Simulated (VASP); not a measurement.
# Cs2NaSnSe6 (Fm-3m) in VASP: single point with PBE

Aim: the single point of Cs2NaSnSe6 with PBE.

All numbers are computed with VASP 6.6.1; they aren't measurements. Logs are shortened: lines on timing, memory, paths and dates and some standing lists are left out, and cuts for length are marked.

**1. The cell of the first run**

It takes space group Fm-3m (No. 225, cubic). Conventional cell: a = 10.388 Å, b = 10.388 Å, c = 10.388 Å, α = 90.00°, β = 90.00°, γ = 90.00°. Se (site symmetry 4mm) has 1 Sn at 2.49 Å and 1 Na at 2.70 Å within 3.3 Å. Within 3.6 Å of Na (site symmetry m-3m) lie 6 Se at 2.70 Å. Within 3.3 Å of Sn (site symmetry m-3m) lie 6 Se at 2.49 Å. Within 4.8 Å of Cs (site symmetry -43m) lie 12 Se at 3.67 Å and 4 Na at 4.50 Å and 4 Sn at 4.50 Å.

**2. Single point, PBE**

Input file POSCAR:

```
Cs2NaSnSe6
1.0
    0.0000000000      5.1941970000      5.1941970000
    5.1941970000      0.0000000000      5.1941970000
    5.1941970000      5.1941970000      0.0000000000
Se Na Sn Cs
6 1 1 2
Direct
    0.7600000000      0.2400000000      0.2400000000
    0.2400000000      0.7600000000      0.2400000000
    0.2400000000      0.7600000000      0.7600000000
    0.7600000000      0.2400000000      0.7600000000
    0.2400000000      0.2400000000      0.7600000000
    0.7600000000      0.7600000000      0.2400000000
    0.5000000000      0.5000000000      0.5000000000
    0.0000000000      0.0000000000      0.0000000000
    0.2500000000      0.2500000000      0.2500000000
    0.7500000000      0.7500000000      0.7500000000
```

Input file INCAR.step1:

```
  ALGO = Normal
  EDIFF = 1E-7
  ENCUT = 520
  GGA = PE
  ISIF = 2
  ISMEAR = -1
  LASPH = T
  LCHARG = T
  LREAL = F
  LWAVE = F
  NBANDS = 48
  NELM = 80
  PREC = Accurate
  SIGMA = 0.1
```

Input file KPOINTS.step1:

```
k-points
0
Gamma
  6 6 6
```

Input file INCAR.step2:

```
  ALGO = Normal
  EDIFF = 1E-7
  ENCUT = 520
  GGA = PE
  ICHARG = 11
  ISIF = 2
  ISMEAR = -5
  LASPH = T
  LCHARG = F
  LORBIT = 10
  LREAL = F
  LWAVE = F
  NBANDS = 48
  NEDOS = 2001
  NELM = 80
  PREC = Accurate
  SIGMA = 0.1
```

Input file KPOINTS.step2:

```
k-points
0
Gamma
  9 9 9
```

Potentials or basis: VASP PAW PBE potentials, release 64 (Se, Na_pv, Sn_d, Cs_sv).

Started as:

```bash
cat potpaw_PBE.64/Se/POTCAR potpaw_PBE.64/Na_pv/POTCAR potpaw_PBE.64/Sn_d/POTCAR potpaw_PBE.64/Cs_sv/POTCAR > POTCAR
cp INCAR.step1 INCAR
cp KPOINTS.step1 KPOINTS
mpirun -np 1 vasp_std > vasp.out
cp INCAR.step2 INCAR
cp KPOINTS.step2 KPOINTS
mpirun -np 1 vasp_std > vasp.out
```

OUTCAR:

```text
EDIFF = 1E-7
   ENCUT = 520
   GGA = PE
   ICHARG = 11
   ISIF = 2
   ISMEAR = -5
   LASPH = T
   LORBIT = 10
   LREAL = F
   NELM = 80
   PREC = Accurate

 ion  position               nearest neighbor table
   1  0.760  0.240  0.240-   8 2.49   7 2.70
   2  0.240  0.760  0.240-   8 2.49   7 2.70
   3  0.240  0.760  0.760-   8 2.49   7 2.70
   4  0.760  0.240  0.760-   8 2.49   7 2.70
   5  0.240  0.240  0.760-   8 2.49   7 2.70
   6  0.760  0.760  0.240-   8 2.49   7 2.70
   7  0.500  0.500  0.500-   1 2.70   2 2.70   3 2.70   4 2.70   5 2.70   6 2.70
   8  0.000  0.000  0.000-   1 2.49   2 2.49   3 2.49   4 2.49   5 2.49   6 2.49
   9  0.250  0.250  0.250-
  10  0.750  0.750  0.750-

  LATTYP: Found a face centered cubic cell.
 ALAT       =    10.3883940000

  Lattice vectors:

 A1 = (   0.0000000000,   5.1941970000,   5.1941970000)
 A2 = (   5.1941970000,   0.0000000000,   5.1941970000)
 A3 = (   5.1941970000,   5.1941970000,   0.0000000000)

Analysis of symmetry for initial positions (statically):
=====================================================================
 Subroutine PRICEL returns:
 Original cell was already a primitive cell.

 Routine SETGRP: Setting up the symmetry group for a
 face centered cubic supercell.

 Subroutine GETGRP returns: Found 48 space group operations
 (whereof 48 operations were pure point group operations)
 out of a pool of 48 trial point group operations.

The static configuration has the point symmetry O_h .

Analysis of symmetry for dynamics (positions and initial velocities):
=====================================================================
 Subroutine PRICEL returns:
 Original cell was already a primitive cell.

 Routine SETGRP: Setting up the symmetry group for a
 face centered cubic supercell.

 Subroutine GETGRP returns: Found 48 space group operations
 (whereof 48 operations were pure point group operations)
 out of a pool of 48 trial point group operations.

The dynamic configuration has the point symmetry O_h .

 Subroutine INISYM returns: Found 48 space group operations
 (whereof 48 operations are pure point group operations),
 and found     1 'primitive' translations

----------------------------------------------------------------------------------------

                                     Primitive cell

  volume of cell :     280.2756

  direct lattice vectors                    reciprocal lattice vectors
     0.000000000  5.194197000  5.194197000    -0.096261270  0.096261270  0.096261270
     5.194197000  0.000000000  5.194197000     0.096261270 -0.096261270  0.096261270
     5.194197000  5.194197000  0.000000000     0.096261270  0.096261270 -0.096261270

  length of vectors
     7.345703843  7.345703843  7.345703843     0.166729410  0.166729410  0.166729410

  position of ions in fractional coordinates (direct lattice)
     0.760000000  0.240000000  0.240000000
     0.240000000  0.760000000  0.240000000
     0.240000000  0.760000000  0.760000000
     0.760000000  0.240000000  0.760000000
     0.240000000  0.240000000  0.760000000
     0.760000000  0.760000000  0.240000000
     0.500000000  0.500000000  0.500000000
     0.000000000  0.000000000  0.000000000
     0.250000000  0.250000000  0.250000000
     0.750000000  0.750000000  0.750000000

  ion indices of the primitive-cell ions
   primitive index   ion index
                 1           1
                 2           2
                 3           3
                 4           4
                 5           5
                 6           6
                 7           7
                 8           8
                 9           9
                10          10

----------------------------------------------------------------------------------------

 KPOINTS: k-points

Automatic generation of k-mesh.
 Grid dimensions read from file:
 generate k-points for:    9    9    9

 Generating k-lattice:

  Cartesian coordinates                     Fractional coordinates (reciprocal lattice)
    -0.010695697  0.010695697  0.010695697     0.111111111  0.000000000  0.000000000
     0.010695697 -0.010695697  0.010695697     0.000000000  0.111111111  0.000000000
     0.010695697  0.010695697 -0.010695697     0.000000000  0.000000000  0.111111111

  Length of vectors
     0.018525490  0.018525490  0.018525490

  Shift w.r.t. Gamma in fractional coordinates (k-lattice)
     0.000000000  0.000000000  0.000000000

 TETIRR: Found    115 inequivalent tetrahedra from     4374

 Subroutine IBZKPT returns following result:
 ===========================================

 Found     35 irreducible k-points:

 Following reciprocal coordinates:
            Coordinates               Weight
  0.000000  0.000000  0.000000      1.000000
  0.111111  0.000000  0.000000      8.000000
  0.222222  0.000000  0.000000      8.000000
  0.333333  0.000000  0.000000      8.000000
  0.444444  0.000000  0.000000      8.000000
  0.111111  0.111111  0.000000      6.000000
[... 16 lines left out ...]
 -0.333333  0.333333  0.000000     12.000000
  0.444444  0.444444  0.000000      6.000000
 [... further k-points ...]
   k-points           NKPTS =     35   k-points in BZ     NKDIM =     35   number of bands    NBANDS=     48
   number of dos      NEDOS =   2001   number of ions     NIONS =     10
   total plane-waves  NPLWV = 175616
   dimension x,y,z NGX =    56 NGY =   56 NGZ =   56
   dimension x,y,z NGXF=   112 NGYF=  112 NGZF=  112
   ions per type =               6   1   1   2
   NGX,Y,Z   is equivalent  to a cutoff of  12.67, 12.67, 12.67 a.u.
   NGXF,Y,Z  is equivalent  to a cutoff of  25.35, 25.35, 25.35 a.u.
 SYSTEM =  unknown system
   PREC   = accura    normal or accurate (medium, high low for compatibility)
   ISTART =      0    job   : 0-new  1-cont  2-samecut
   ICHARG =     11    charge: 1-file 2-atom 10-const
   ISPIN  =      1    spin polarized calculation?
   LNONCOLLINEAR =      F non collinear calculations
   LSORBIT =      F    spin-orbit coupling
   LASPH  =      T    aspherical Exc in radial PAW
   ENCUT  =  520.0 eV  38.22 Ry    6.18 a.u.  13.66 13.66 13.66*2*pi/ulx,y,z
   NELM   =     80;   NELMIN=  2; NELMDL=  0     # of ELM steps
   EDIFF  = 0.1E-06   stopping-criterion for ELM
   LREAL  =      F    real-space projection
   EDIFFG = 0.1E-05   stopping-criterion for IOM
   NSW    =      0    number of steps for IOM
   IBRION =     -1    ionic relax: 0-MD 1-quasi-New 2-CG
   NFREE  =      0    steps in history (QN), initial steepest desc. (CG)
   ISIF   =      2    stress and relaxation
   ISYM   =      2    0-nonsym 1-usesym 2-fastsym
   POTIM  = 0.5000    time-step for ionic-motion
   TEBEG  =    0.0;   TEEND  =   0.0 temperature during run
   PSTRESS=    0.0 pullay stress
   NELECT =      75.0000    total number of electrons
   NUPDOWN=      -1.0000    fix difference up-down
   EMIN   =  10.00;   EMAX   =-10.00  energy-range for DOS
   EFERMI =   0.00;   METHOD = LEGACY
   ISMEAR =    -5;   SIGMA  =   0.10  broadening in eV -4-tet -1-fermi 0-gaus
   EFERMI_NEDOS =   21; number of points for ismear=-14 and -15
   IALGO  =     38    algorithm
   IMIX   =      4    mixing-type and parameters
     AMIX     =   0.40;   BMIX     =  1.00
     AMIX_MAG =   1.60;   BMIX_MAG =  1.00
  volume/ion in A,a.u.               =      28.03       189.14
  Fermi-wavevector in a.u.,A,eV,Ry     =   1.054954  1.993574 15.142303  1.112928
  Thomas-Fermi vector in A             =   2.190134
   LORBIT       =     10    0 simple, 1 ext, 2 COOP (PROOUT), +10 PAW based schemes
   GGA     = PE    functional components
   LHFCALC =     F    Hartree Fock is set to
   AEXX    =    0.0000 exact exchange contribution
   IVDW    =     0    specifies the selected vdW correction
   LEPSILON=     F    determine dielectric tensor
   LRPA    =     F    only Hartree local field effects (RPA)
 non-spin polarized calculation
 Fermi weights with tetrahedron method with Bloechl corrections
  energy-cutoff  :      520.00
  volume of cell :      280.28
 maximum number of plane-waves:      7631

 number of electron      75.0000007 magnetization

 Free energy of the ion-electron system (eV)
  ---------------------------------------------------
  ext. energy  EPLUGINS =         0.00000000
  ---------------------------------------------------
  free energy    TOTEN  =       -29.83277247 eV

  energy without entropy =      -29.83277247  energy(sigma->0) =      -29.83277247

 E-fermi :   2.2915     XC(G=0):  -9.0904

 val. band max:        2.3114385645   @ k =   0.4444   0.0000   0.0000
 cond. band min:       2.2948838528   @ k =   0.3333   0.2222   0.0000
 fundamental gap:     -0.0165547118
 Fermi energy:         2.2914865573

 k-point     1 :       0.0000    0.0000    0.0000
  band No.  band energies     occupation
      1     -20.3696      2.00000
      2     -20.3696      2.00000
      3     -20.3696      2.00000
      4     -18.9306      2.00000
      5     -18.9306      2.00000
      6     -18.7391      2.00000
[... 40 lines left out ...]
     47       7.3340      0.00000
     48       7.5129      0.00000

 k-point     2 :       0.1111    0.0000    0.0000
  band No.  band energies     occupation
      1     -20.3696      2.00000
      2     -20.3696      2.00000
      3     -20.3696      2.00000
      4     -18.9306      2.00000
      5     -18.9306      2.00000
      6     -18.7391      2.00000
[... 40 lines left out ...]
     47       7.5186      0.00000
     48       7.6365      0.00000

 k-point     3 :       0.2222    0.0000    0.0000
  band No.  band energies     occupation
      1     -20.3697      2.00000
      2     -20.3696      2.00000
      3     -20.3696      2.00000
      4     -18.9306      2.00000
      5     -18.9306      2.00000
      6     -18.7391      2.00000
[... 40 lines left out ...]
     47       8.0021      0.00000
     48       8.0593      0.00000

 k-point     4 :       0.3333    0.0000    0.0000
  band No.  band energies     occupation
      1     -20.3697      2.00000
      2     -20.3696      2.00000
      3     -20.3696      2.00000
      4     -18.9306      2.00000
      5     -18.9306      2.00000
      6     -18.7391      2.00000
[... 958 lines left out ...]
     47       8.8718      0.00000
     48       9.0474      0.00000

 k-point    23 :      -0.3333    0.3333    0.0000
  band No.  band energies     occupation
      1     -20.3697      2.00000
      2     -20.3697      2.00000
      3     -20.3696      2.00000
      4     -18.9306      2.00000
      5     -18.9306      2.00000
      6     -18.7391      2.00000
[... 40 lines left out ...]
     47       8.9999      0.00000
     48       9.0458      0.00000

 k-point    24 :       0.4444    0.4444    0.0000
  band No.  band energies     occupation
      1     -20.3697      2.00000
      2     -20.3696      2.00000
      3     -20.3696      2.00000
      4     -18.9307      2.00000
      5     -18.9305      2.00000
      6     -18.7392      2.00000
[... 40 lines left out ...]
     47       8.9109      0.00000
     48       9.0055      0.00000

 [... further k-points ...]

------------------------ aborting loop because EDIFF is reached ----------------------------------------

  FORCE on cell =-STRESS in cart. coord.  units (eV):
  Direction    XX          YY          ZZ          XY          YZ          ZX
  --------------------------------------------------------------------------------------
  -------------------------------------------------------------------------------------
  Total       13.7163741     13.7163741     13.7163741      0.0000000     -0.0000000      0.0000000
  in kB       78.4087730     78.4087730     78.4087730      0.0000000     -0.0000000      0.0000000
  external PRESSURE =      78.4087730 kB  Pullay stress =       0.0000000 kB

 VOLUME and BASIS-vectors are now :
 -----------------------------------------------------------------------------
  energy-cutoff  :      520.00
  volume of cell :      280.28
      direct lattice vectors                 reciprocal lattice vectors
     0.000000000  5.194197000  5.194197000    -0.096261270  0.096261270  0.096261270
     5.194197000  0.000000000  5.194197000     0.096261270 -0.096261270  0.096261270
     5.194197000  5.194197000  0.000000000     0.096261270  0.096261270 -0.096261270

 POSITION                                       TOTAL-FORCE (eV/Angst)
 -----------------------------------------------------------------------------------
      2.49321      5.19420      5.19420         1.182866      0.000000      0.000000
      5.19420      2.49321      5.19420        -0.000000      1.182866      0.000000
      7.89518      5.19420      5.19420        -1.182866      0.000000      0.000000
      5.19420      7.89518      5.19420        -0.000000     -1.182866      0.000000
      5.19420      5.19420      2.49321        -0.000000      0.000000      1.182866
      5.19420      5.19420      7.89518        -0.000000      0.000000     -1.182866
      5.19420      5.19420      5.19420        -0.000000      0.000000      0.000000
      0.00000      0.00000      0.00000        -0.000000      0.000000      0.000000
      2.59710      2.59710      2.59710        -0.000000      0.000000      0.000000
      7.79130      7.79130      7.79130        -0.000000      0.000000      0.000000
 -----------------------------------------------------------------------------------
    total drift:                                0.000000      0.000000      0.000000

  FREE ENERGIE OF THE ION-ELECTRON SYSTEM (eV)
  ---------------------------------------------------
  free  energy   TOTEN  =       -29.8327724709 eV

  energy  without entropy=      -29.8327724709  energy(sigma->0) =      -29.83277247

 total charge

# of ion       s       p       d       tot
------------------------------------------
    1        1.483   2.307   0.018   3.808
    2        1.483   2.307   0.018   3.808
    3        1.483   2.307   0.018   3.808
    4        1.483   2.307   0.018   3.808
    5        1.483   2.307   0.018   3.808
    6        1.483   2.307   0.018   3.808
    7        0.081   6.013   0.000   6.095
    8        1.037   1.277  10.246  12.560
    9        1.838   4.701   0.052   6.590
   10        1.838   4.701   0.052   6.590
--------------------------------------------------
tot         13.694  30.535  10.455  54.683
```

Wall time 11 min (1 thread of Intel Xeon Platinum 8259CL at 2.50GHz (Skylake/Cascade Lake), shared host); peak memory 0.69 GiB.

What came out:

| Quantity | Value |
| --- | --- |
| Valence electrons inside the program's atomic spheres | Se 3.81; Na 6.09; Sn 12.56; Cs 6.59 |

Levels at points of the mesh, in eV from the Fermi level:
| k point | band 35 | band 36 | band 37 | band 38 | band 39 | band 40 |
| --- | --- | --- | --- | --- | --- | --- |
| (0.00, 0.00, 0.00) | 0.15 | 0.15 | 0.15 | 0.73 | 0.73 | 0.73 |

Caveat: spin-orbit coupling is left out, which moves the levels of the heavy elements.
